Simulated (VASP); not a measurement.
# Sn (I4/mmm) in VASP: a series of runs

Sn is run at these levels: LDA; tasks: single point.

All numbers are computed with VASP 6.6.1; they aren't measurements. Logs are shortened: lines on timing, memory, paths and dates and some standing lists are left out, and cuts for length are marked.

## (1) The cell of the first run

Symmetry: I4/mmm, No. 139, tetragonal system. The conventional cell has a = 3.789 Å, b = 3.789 Å, c = 3.410 Å, α = 90.00°, β = 90.00°, γ = 90.00°. Sn (site symmetry 4/mmm) has 14 Sn at 3.18 to 3.79 Å within 4.2 Å.

## (2) Single point, LDA (strain -0.1000 x Voigt [0, 0, 1, 0, 0, 0])

Input file INCAR:

```
SYSTEM = Sn
PREC     = Accurate       ! precision mode
ENCUT    = 520            ! plane-wave cutoff, eV
EDIFF    = 1E-7           ! SCF threshold, eV
ISMEAR   = 0              ! smearing method
SIGMA    = 0.15           ! smearing width, eV
LREAL    = .FALSE.        ! projectors in reciprocal space
LASPH    = .TRUE.         ! aspherical terms in the spheres
NELM     = 80             ! most SCF steps
ALGO     = Fast           ! electronic algorithm
ISIF     = 2              ! what is computed and relaxed
LWAVE    = .FALSE.        ! write WAVECAR
LCHARG   = .TRUE.         ! write CHGCAR
LELF     = .TRUE.         ! ELF
LVHAR    = .TRUE.       
NBANDS   = 13             ! bands
```

Input file KPOINTS:

```
Automatic mesh
0
G
  18 18 18
  0 0 0
```

Input file POSCAR:

```
Sn
1.0
   -1.8946518192      1.8946518192      1.7051866373
    1.8946518192     -1.8946518192      1.7051866373
    1.8946518192      1.8946518192     -1.7051866373
Sn
1
Direct
    0.0000000000      0.0000000000      0.0000000000
```

Potentials or basis: VASP PAW LDA potentials, release 64 (Sn_d).

Started as:

```console
$ cat potpaw_LDA.64/Sn_d/POTCAR > POTCAR
$ mpirun -np 1 vasp_std > vasp.out
```

OUTCAR:

```text
SYSTEM = Sn
   PREC = Accurate
   ENCUT = 520
   EDIFF = 1E-7
   ISMEAR = 0
   LREAL = .FALSE.
   LASPH = .TRUE.
   NELM = 80
   ISIF = 2

 ion  position               nearest neighbor table
   1  0.000  0.000  0.000-

  LATTYP: Found a body centered tetragonal cell.
 ALAT       =     3.7893036384
 C/A-ratio  =     0.9000000000

  Lattice vectors:

 A1 = (  -1.8946518192,   1.8946518192,   1.7051866373)
 A2 = (   1.8946518192,  -1.8946518192,   1.7051866373)
 A3 = (   1.8946518192,   1.8946518192,  -1.7051866373)

Analysis of symmetry for initial positions (statically):
=====================================================================
 Subroutine PRICEL returns:
 Original cell was already a primitive cell.

 Routine SETGRP: Setting up the symmetry group for a
 body centered tetragonal supercell.

 Subroutine GETGRP returns: Found 16 space group operations
 (whereof 16 operations were pure point group operations)
 out of a pool of 16 trial point group operations.

The static configuration has the point symmetry D_4h.

Analysis of symmetry for dynamics (positions and initial velocities):
=====================================================================
 Subroutine PRICEL returns:
 Original cell was already a primitive cell.

 Routine SETGRP: Setting up the symmetry group for a
 body centered tetragonal supercell.

 Subroutine GETGRP returns: Found 16 space group operations
 (whereof 16 operations were pure point group operations)
 out of a pool of 16 trial point group operations.

The dynamic configuration has the point symmetry D_4h.

 Subroutine INISYM returns: Found 16 space group operations
 (whereof 16 operations are pure point group operations),
 and found     1 'primitive' translations

----------------------------------------------------------------------------------------

                                     Primitive cell

  volume of cell :      24.4845

  direct lattice vectors                    reciprocal lattice vectors
    -1.894651819  1.894651819  1.705186637     0.000000000  0.263900731  0.293223034
     1.894651819 -1.894651819  1.705186637     0.263900731  0.000000000  0.293223034
     1.894651819  1.894651819 -1.705186637     0.263900731  0.263900731  0.000000000

  length of vectors
     3.176015192  3.176015192  3.176015192     0.394491247  0.394491247  0.373211993

  position of ions in fractional coordinates (direct lattice)
     0.000000000  0.000000000  0.000000000

  ion indices of the primitive-cell ions
   primitive index   ion index
                 1           1

----------------------------------------------------------------------------------------

 KPOINTS: Automatic mesh

Automatic generation of k-mesh.
 Grid dimensions read from file:
 generate k-points for:   18   18   18

 Generating k-lattice:

  Cartesian coordinates                     Fractional coordinates (reciprocal lattice)
     0.000000000  0.014661152  0.016290169     0.055555556  0.000000000  0.000000000
     0.014661152  0.000000000  0.016290169     0.000000000  0.055555556  0.000000000
     0.014661152  0.014661152  0.000000000     0.000000000  0.000000000  0.055555556

  Length of vectors
     0.021916180  0.021916180  0.020734000

  Shift w.r.t. Gamma in fractional coordinates (k-lattice)
     0.000000000  0.000000000  0.000000000

 Subroutine IBZKPT returns following result:
 ===========================================

 Found    480 irreducible k-points:

 Following reciprocal coordinates:
            Coordinates               Weight
  0.000000  0.000000  0.000000      1.000000
  0.055556 -0.000000  0.000000      8.000000
  0.111111 -0.000000  0.000000      8.000000
  0.166667  0.000000  0.000000      8.000000
  0.222222 -0.000000  0.000000      8.000000
  0.277778  0.000000  0.000000      8.000000
[... 16 lines left out ...]
 -0.277778  0.055556  0.000000     16.000000
 -0.222222  0.055556 -0.000000     16.000000
 [... further k-points ...]
   k-points           NKPTS =    480   k-points in BZ     NKDIM =    480   number of bands    NBANDS=     13
   number of dos      NEDOS =    301   number of ions     NIONS =      1
   total plane-waves  NPLWV =  13824
   dimension x,y,z NGX =    24 NGY =   24 NGZ =   24
   dimension x,y,z NGXF=    48 NGYF=   48 NGZF=   48
   ions per type =               1
   NGX,Y,Z   is equivalent  to a cutoff of  12.56, 12.56, 12.56 a.u.
   NGXF,Y,Z  is equivalent  to a cutoff of  25.13, 25.13, 25.13 a.u.
 SYSTEM =  Sn
   PREC   = accura    normal or accurate (medium, high low for compatibility)
   ISTART =      0    job   : 0-new  1-cont  2-samecut
   ICHARG =      2    charge: 1-file 2-atom 10-const
   ISPIN  =      1    spin polarized calculation?
   LNONCOLLINEAR =      F non collinear calculations
   LSORBIT =      F    spin-orbit coupling
   LASPH  =      T    aspherical Exc in radial PAW
   ENCUT  =  520.0 eV  38.22 Ry    6.18 a.u.   5.91  5.91  5.91*2*pi/ulx,y,z
   NELM   =     80;   NELMIN=  2; NELMDL= -5     # of ELM steps
   EDIFF  = 0.1E-06   stopping-criterion for ELM
   LREAL  =      F    real-space projection
   EDIFFG = 0.1E-05   stopping-criterion for IOM
   NSW    =      0    number of steps for IOM
   IBRION =     -1    ionic relax: 0-MD 1-quasi-New 2-CG
   NFREE  =      0    steps in history (QN), initial steepest desc. (CG)
   ISIF   =      2    stress and relaxation
   ISYM   =      2    0-nonsym 1-usesym 2-fastsym
   POTIM  = 0.5000    time-step for ionic-motion
   TEBEG  =    0.0;   TEEND  =   0.0 temperature during run
   PSTRESS=    0.0 pullay stress
   NELECT =      14.0000    total number of electrons
   NUPDOWN=      -1.0000    fix difference up-down
   EMIN   =  10.00;   EMAX   =-10.00  energy-range for DOS
   EFERMI =   0.00;   METHOD = LEGACY
   ISMEAR =     0;   SIGMA  =   0.15  broadening in eV -4-tet -1-fermi 0-gaus
   EFERMI_NEDOS =   21; number of points for ismear=-14 and -15
   IALGO  =     68    algorithm
   IMIX   =      4    mixing-type and parameters
     AMIX     =   0.40;   BMIX     =  1.00
     AMIX_MAG =   1.60;   BMIX_MAG =  1.00
  volume/ion in A,a.u.               =      24.48       165.23
  Fermi-wavevector in a.u.,A,eV,Ry     =   1.358795  2.567750 25.120760  1.846324
  Thomas-Fermi vector in A             =   2.485598
   LORBIT       =      0    0 simple, 1 ext, 2 COOP (PROOUT), +10 PAW based schemes
   GGA     = CA    functional components
   LHFCALC =     F    Hartree Fock is set to
   AEXX    =    0.0000 exact exchange contribution
   IVDW    =     0    specifies the selected vdW correction
   LEPSILON=     F    determine dielectric tensor
   LRPA    =     F    only Hartree local field effects (RPA)
 non-spin polarized calculation
 RMM-DIIS sequential band-by-band and
 Gauss-broadening in eV      SIGMA  =   0.15
  energy-cutoff  :      520.00
  volume of cell :       24.48
 maximum number of plane-waves:       673
   NGX = 11   NGY = 11   NGZ = 11

 number of electron      13.9999996 magnetization

 Free energy of the ion-electron system (eV)
  ---------------------------------------------------
  ext. energy  EPLUGINS =         0.00000000
  ---------------------------------------------------
  free energy    TOTEN  =        -4.44135200 eV

  energy without entropy =       -4.43481608  energy(sigma->0) =       -4.43808404

 E-fermi :   9.1732     XC(G=0): -11.1025

 val. band max:        9.1731220952   @ k =   0.2222   0.1667  -0.0000
 cond. band min:       9.1736330375   @ k =  -0.2778   0.3889   0.2778
 fundamental gap:      0.0005109423
 Fermi energy:         9.1731795424

 k-point     1 :       0.0000    0.0000    0.0000
  band No.  band energies     occupation
      1     -12.4093      2.00000
      2     -12.3586      2.00000
      3     -12.3586      2.00000
      4     -12.2411      2.00000
      5     -12.1629      2.00000
      6      -2.7595      2.00000
      7      17.4326      0.00000
      8      17.4326      0.00000
      9      18.6763      0.00000
     10      21.3025      0.00000
     11      21.5174      0.00000
     12      21.5174      0.00000
     13      22.6332      0.00000

 k-point     2 :       0.0556   -0.0000    0.0000
  band No.  band energies     occupation
      1     -12.4056      2.00000
      2     -12.3568      2.00000
      3     -12.3556      2.00000
      4     -12.2396      2.00000
      5     -12.1652      2.00000
      6      -2.6831      2.00000
      7      17.1115      0.00000
      8      17.1391      0.00000
      9      18.1979      0.00000
     10      20.8607      0.00000
     11      20.9330      0.00000
     12      21.8359      0.00000
     13      22.2430      0.00000

 k-point     3 :       0.1111   -0.0000    0.0000
  band No.  band energies     occupation
      1     -12.4015      2.00000
      2     -12.3525      2.00000
      3     -12.3402      2.00000
      4     -12.2350      2.00000
      5     -12.1716      2.00000
      6      -2.4534      2.00000
      7      16.0590      0.00000
      8      16.3872      0.00000
      9      17.2514      0.00000
     10      20.0256      0.00000
     11      20.1572      0.00000
     12      21.9815      0.00000
     13      22.7801      0.00000

 k-point     4 :       0.1667    0.0000    0.0000
  band No.  band energies     occupation
      1     -12.4059      2.00000
      2     -12.3481      2.00000
      3     -12.3056      2.00000
      4     -12.2270      2.00000
      5     -12.1804      2.00000
      6      -2.0694      2.00000
      7      14.2538      0.00000
      8      15.5537      0.00000
      9      16.5123      0.00000
     10      19.3137      0.00000
     11      19.4088      0.00000
     12      22.0529      0.00000
     13      24.0104      0.00000

 k-point     5 :       0.2222   -0.0000    0.0000
  band No.  band energies     occupation
      1     -12.4164      2.00000
      2     -12.3469      2.00000
      3     -12.2577      2.00000
      4     -12.2154      2.00000
      5     -12.1895      2.00000
      6      -1.5301      2.00000
      7      12.2811      0.00000
      8      14.7477      0.00000
      9      15.8766      0.00000
     10      18.6933      0.00000
     11      18.7661      0.00000
     12      22.3418      0.00000
     13      25.3703      0.00000
[... 257 lines left out ...]
 k-point    22 :      -0.3333    0.0556    0.0000
  band No.  band energies     occupation
      1     -12.4302      2.00000
      2     -12.3522      2.00000
      3     -12.2051      2.00000
      4     -12.1984      2.00000
      5     -12.1755      2.00000
      6      -0.4244      2.00000
      7       9.5327      0.00070
      8      13.1069      0.00000
      9      14.8628      0.00000
     10      17.9765      0.00000
     11      19.1450      0.00000
     12      23.6997      0.00000
     13      25.5738      0.00000

 k-point    23 :      -0.2778    0.0556    0.0000
  band No.  band energies     occupation
      1     -12.4177      2.00000
      2     -12.3473      2.00000
      3     -12.2309      2.00000
      4     -12.2163      2.00000
      5     -12.1915      2.00000
      6      -1.1868      2.00000
      7      11.4045      0.00000
      8      13.7105      0.00000
      9      15.4307      0.00000
     10      18.3923      0.00000
     11      19.6552      0.00000
     12      23.0507      0.00000
     13      25.2077      0.00000

 k-point    24 :      -0.2222    0.0556   -0.0000
  band No.  band energies     occupation
      1     -12.4064      2.00000
      2     -12.3480      2.00000
      3     -12.2764      2.00000
      4     -12.2319      2.00000
      5     -12.1832      2.00000
      6      -1.7951      2.00000
      7      13.2627      0.00000
      8      14.5172      0.00000
      9      16.0948      0.00000
     10      18.9318      0.00000
     11      20.2004      0.00000
     12      22.5209      0.00000
     13      24.6240      0.00000

 [... further k-points ...]
[... 5 lines left out ...]
  --------------------------------------------------------------------------------------
  -------------------------------------------------------------------------------------
  Total        0.4463969      0.4463969      0.4185288      0.0000000      0.0000000      0.0000000
  in kB       29.2106346     29.2106346     27.3870464      0.0000000      0.0000000      0.0000000
  external PRESSURE =      28.6027719 kB  Pullay stress =       0.0000000 kB

 VOLUME and BASIS-vectors are now :
 -----------------------------------------------------------------------------
  energy-cutoff  :      520.00
  volume of cell :       24.48
      direct lattice vectors                 reciprocal lattice vectors
    -1.894651819  1.894651819  1.705186637     0.000000000  0.263900731  0.293223034
     1.894651819 -1.894651819  1.705186637     0.263900731  0.000000000  0.293223034
     1.894651819  1.894651819 -1.705186637     0.263900731  0.263900731  0.000000000

 POSITION                                       TOTAL-FORCE (eV/Angst)
 -----------------------------------------------------------------------------------
      0.00000      0.00000      0.00000         0.000000     -0.000000      0.000000
 -----------------------------------------------------------------------------------
    total drift:                                0.000000      0.000000     -0.000000

  FREE ENERGIE OF THE ION-ELECTRON SYSTEM (eV)
  ---------------------------------------------------
  free  energy   TOTEN  =        -4.4413519951 eV

  energy  without entropy=       -4.4348160830  energy(sigma->0) =       -4.43808404
```

It took 71 s on 1 thread of Intel Xeon Platinum 8375C at 2.90GHz (Ice Lake), shared host; peak memory 0.24 GiB.

Results:

```
Free energy            : -4.4414 eV
Pressure               : 2.9 GPa
Band gap on the k mesh : zero (band 7 reaches 17.43 eV, above the bottom of band 8 at 6.56 eV)
```

Caveat: the cell differs from its parent crystal (strain -0.1000 x Voigt [0, 0, 1, 0, 0, 0]); spin-orbit coupling is left out, which moves the levels of the heavy elements.

(Continued in part 2 of 2.)
